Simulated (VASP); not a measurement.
## Be: relaxation of cell and atoms with PBE

Crystal: Be.

```
Be
1.0
     2.07218    0.00000    0.00000
    -1.03609    1.79456    0.00000
     0.00000    0.00000    3.29313
Be
2
Direct
  0.33333 0.66667 0.25000
  0.66667 0.33333 0.75000
```

| Quantity | Value |
| --- | --- |
| Program | VASP 6.6.1 |
| Task | relaxation of cell and atoms |
| Functional | PBE |
| Potentials or basis | VASP PAW PBE potentials, release 64 (Be) |
| Cutoff | 600 eV |
| k mesh | 24 × 24 × 12 |
| Occupations | fermi-dirac, width 0.1 eV |
| Spin | no spin polarisation |
| Target pressure | 47.9 GPa |
| Dipole correction | no |
| Further INCAR settings | ALGO = Normal; EDIFF = 1e-06; IBRION = 2; EDIFFG = -0.002; NSW = 80; ISIF = 3 |

* Relaxed volume: 6.13 Å³/atom
* Relaxed cell: a = 2.073 Å, b = 2.073 Å, c = 3.296 Å, α = 90.00°, β = 90.00°, γ = 120.00°
* Space group after relaxing (to 0.05 Å): P6_3/mmc (No. 194)
* Energy change on relaxing (the enthalpy is what falls): -2.9 meV/atom
* Ionic steps: 3
* Pressure after relaxing: 47.9 GPa
* Band gap on the k mesh: zero (band 2 reaches 10.38 eV, above the bottom of band 3 at 8.02 eV)

The path:
```csv
step,energy change (eV),largest force (eV/Å),pressure (GPa),volume (Å³)
1,0.0000,0.0000,48.31,12.25
2,-0.0084,0.0000,47.69,12.27
3,-0.0058,0.0000,47.89,12.27
```

Final structure:
```xyz
2
Lattice="2.0729 0.0000 0.0000 -1.0365 1.7952 0.0000 0.0000 0.0000 3.2959" Properties=species:S:1:pos:R:3 pbc="T T T"
Be    0.0000    1.1968    0.8240
Be    1.0365    0.5984    2.4720
```

Levels at points of the mesh, in eV from the Fermi level:
```
           k point  band 1  band 2  band 3  band 4  band 5  band 6
(0.00, 0.00, 0.00)  -12.76   -5.54    1.93   19.73   19.73   23.06
(0.50, 0.00, 0.00)   -5.99   -3.33    4.29    7.43    8.54   11.56
(0.00, 0.00, 0.50)  -10.45  -10.45   12.69   12.69   21.73   21.73
(0.50, 0.00, 0.50)   -4.43   -4.43    2.51    2.51   14.66   14.66
```

Run time: 42 s on 1 thread of Intel(R) Xeon(R) Platinum 8259CL CPU @ 2.50GHz (Skylake/Cascade Lake), with other jobs on the host, peak memory 0.15 GiB.

Caveat: the cell is relaxed towards a set pressure, so the enthalpy falls and the energy may rise.
